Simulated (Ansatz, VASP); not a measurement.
## Ca2CuS2O2: VASP beside Ansatz

File INCAR:

```
ALGO = Normal ; EDIFF = 1E-6
ENCUT = 520 ; GGA = PE
ISIF = 2 ; ISMEAR = 0
LASPH = T ; LCHARG = F
LREAL = F ; LWAVE = F
NBANDS = 36 ; NELM = 100
PREC = Accurate ; SIGMA = 0.05
```

KPOINTS

```
k-points
0
Gamma
  6 6 3
```

Contents of POSCAR:

```
Ca2CuS2O2
1.0
    3.8624990000      0.0000000000      0.0000000000
    0.0000000000      3.8624990000      0.0000000000
    0.0000000000      0.0000000000      7.7454740000
Ca Cu S O
2 1 2 2
Direct
    0.5000000000      0.5000000000      0.7081120000
    0.5000000000      0.5000000000      0.2918880000
    0.0000000000      0.0000000000      0.5000000000
    0.0000000000      0.0000000000      0.8616880000
    0.0000000000      0.0000000000      0.1383120000
    0.0000000000      0.5000000000      0.5000000000
    0.5000000000      0.0000000000      0.5000000000
```

Input for Ansatz:

```yaml

crystal:
  lattice:
    - [3.862499, 0.0, 0.0]
    - [0.0, 3.862499, 0.0]
    - [0.0, 0.0, 7.745474]
  atoms:
    - { symbol: Ca, position: [0.5, 0.5, 0.708112] }
    - { symbol: Ca, position: [0.5, 0.5, 0.291888] }
    - { symbol: Cu, position: [0.0, 0.0, 0.5] }
    - { symbol: S, position: [0.0, 0.0, 0.861688] }
    - { symbol: S, position: [0.0, 0.0, 0.138312] }
    - { symbol: O, position: [0.0, 0.5, 0.5] }
    - { symbol: O, position: [0.5, 0.0, 0.5] }
kpoints:
  mp_grid: { grid: [6, 6, 3] }
hamiltonian:
  xc: pbe
scf:
  occupations: { method: gaussian, width: 0.05 }
basis:
  ecutwfc: 510
output:
  forces: true
```

Alike in both runs: task single point; functional PBE; k mesh 6 × 6 × 3; occupations gaussian, width 0.05 eV; no spin polarisation.

```csv
,VASP,Ansatz
version,VASP 6.6.1,Ansatz 0.2.0
potentials or method,"VASP PAW PBE potentials, release 64 (Ca_sv, Cu, S, O), cutoff 520 eV","plane waves, PAW"
valence electrons in the cell,55,63
```

VASP gave:

* rms of the force components (eV/Å): 0.019

Task: What did Ansatz give for the same quantities?

Result: rms of the force components (eV/Å): 0.039.

Atom by atom the forces differ by 0.034 eV/Å (rms over components). VASP's potentials hold 55 valence electrons a cell and Ansatz's 63, so a difference there can come from the potentials and not from the codes.
